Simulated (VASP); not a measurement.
**Fe: single point with PBEsol**

Fe:

```
Fe
1.0
    -2.39563    0.00000    0.00000
     0.00000    0.00000   -3.81824
     0.00000   -4.17784    0.00000
Fe
4
Direct
  0.00000 0.75000 0.66535
  0.50000 0.25000 0.83465
  0.50000 0.75000 0.16535
  0.00000 0.25000 0.33465
```

This isn't the form of Fe at room conditions, which is bcc.

| Item | Value |
| --- | --- |
| Program | VASP 6.6.1 |
| Task | single point |
| Functional | PBEsol |
| Potentials or basis | VASP PAW PBE potentials, release 64 (Fe) |
| Cutoff | 520 eV |
| k mesh | 18 × 12 × 10 |
| Occupations | gaussian, width 0.05 eV |
| Spin | collinear spin, antiferromagnetic start |
| Starting moments | [0.92, -0.92, -0.92, 0.92] μB |

* Pressure: 10.6 GPa
* Largest force: 0.007 eV/Å
* Band gap on the k mesh: zero (filled and empty bands overlap)
* Net moment: 0.00 μB per cell
* Site moments: Fe +0.55, -0.55 (each value once) μB
* Valence electrons inside the program's atomic spheres: Fe 7.69

Forces in eV/Å, atoms in the order of the input:
```
Fe   0.000  0.007  0.000
Fe   0.000 -0.007  0.000
Fe   0.000  0.007  0.000
Fe   0.000 -0.007  0.000
```

Stress tensor (GPa, compression positive):
```
10.47  0.00  0.00
 0.00 10.74  0.00
 0.00  0.00 10.52
```

Levels at points of the mesh, in eV from the Fermi level:
Spin up:
| k point | band 13 | band 14 | band 15 | band 16 | band 17 | band 18 | band 19 | band 20 |
| --- | --- | --- | --- | --- | --- | --- | --- | --- |
| (0.00, 0.00, 0.00) | -1.34 | -1.24 | -0.95 | -0.95 | 0.44 | 0.79 | 0.80 | 0.92 |
| (0.50, 0.00, 0.00) | -1.26 | -1.19 | -0.16 | 0.28 | 0.81 | 0.91 | 1.04 | 1.16 |
| (0.00, 0.50, 0.00) | -0.78 | -0.78 | 0.12 | 0.12 | 0.33 | 0.33 | 0.44 | 0.44 |
| (0.50, 0.50, 0.00) | -1.05 | -1.05 | -0.80 | -0.80 | 0.95 | 0.95 | 1.13 | 1.13 |
| (0.00, 0.00, 0.50) | -1.32 | -1.27 | -0.82 | -0.68 | -0.59 | -0.22 | -0.16 | 0.06 |
| (0.50, 0.00, 0.50) | -1.36 | -1.04 | 0.82 | 1.02 | 1.05 | 1.08 | 1.25 | 1.26 |
| (0.00, 0.50, 0.50) | -1.29 | -1.29 | -0.95 | -0.95 | 0.22 | 0.22 | 0.61 | 0.61 |
| (0.50, 0.50, 0.50) | 0.00 | 0.00 | 0.20 | 0.20 | 0.96 | 0.96 | 1.16 | 1.16 |
Spin down:
```
           k point  band 14  band 15  band 16  band 17  band 18  band 19
(0.00, 0.00, 0.00)    -1.24    -0.95    -0.95     0.44     0.79     0.80
(0.50, 0.00, 0.00)    -1.19    -0.16     0.28     0.81     0.91     1.04
(0.00, 0.50, 0.00)    -0.78     0.12     0.12     0.33     0.33     0.44
(0.50, 0.50, 0.00)    -1.05    -0.80    -0.80     0.95     0.95     1.13
(0.00, 0.00, 0.50)    -1.27    -0.82    -0.68    -0.59    -0.22    -0.16
(0.50, 0.00, 0.50)    -1.04     0.82     1.02     1.05     1.08     1.25
(0.00, 0.50, 0.50)    -1.29    -0.95    -0.95     0.22     0.22     0.61
(0.50, 0.50, 0.50)     0.00     0.20     0.20     0.96     0.96     1.16
```

Wall time 19 min on 1 thread of Oxide Virtual Turin-like Processor (shared host), peak memory 0.59 GiB.

Caveat: the cell stands under pressure; the antiferromagnetic order is the one typed at the start, and another may lie lower; the PAW data sets were made with another functional, which shifts forces and pressure a little.
